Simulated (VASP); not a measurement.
Here is a VASP 6.6.1 calculation.

The input INCAR:

```
  ALGO = Normal
  EDIFF = 1E-6
  ENCUT = 600
  GGA = RP
  GGA_COMPAT = F
  ISIF = 2
  ISMEAR = 0
  LASPH = T
  LCHARG = T
  LELF = T
  LREAL = F
  LVHAR = T
  LWAVE = F
  NBANDS = 15
  NELM = 120
  PREC = Accurate
  SIGMA = 0.01
```

The input KPOINTS:

```
k-points
0
Gamma
  4 4 4
```

File POSCAR:

```
KF
1.0
    0.0000000000      2.6718500000      2.6718500000
    2.6718500000      0.0000000000      2.6718500000
    2.6718500000      2.6718500000      0.0000000000
K F
1 1
Direct
    0.0000000000      0.0000000000      0.0000000000
    0.5000000000      0.5000000000      0.5000000000
```

Potentials or basis: VASP PAW PBE potentials, release 64 (K_sv, F).

Launch:

```bash
$ cat potpaw_PBE.64/K_sv/POTCAR potpaw_PBE.64/F/POTCAR > POTCAR
$ mpirun -np 1 vasp_std > vasp.out
```

Problem. Predict the band gap on the k mesh.

Solution. 6.50 eV, direct.

Problem. Predict the pressure.

Solution. 4.1 GPa.

Caveat: the k points lie up to 0.51 Å⁻¹ apart; the PAW data sets were made with another functional, which shifts forces and pressure a little.
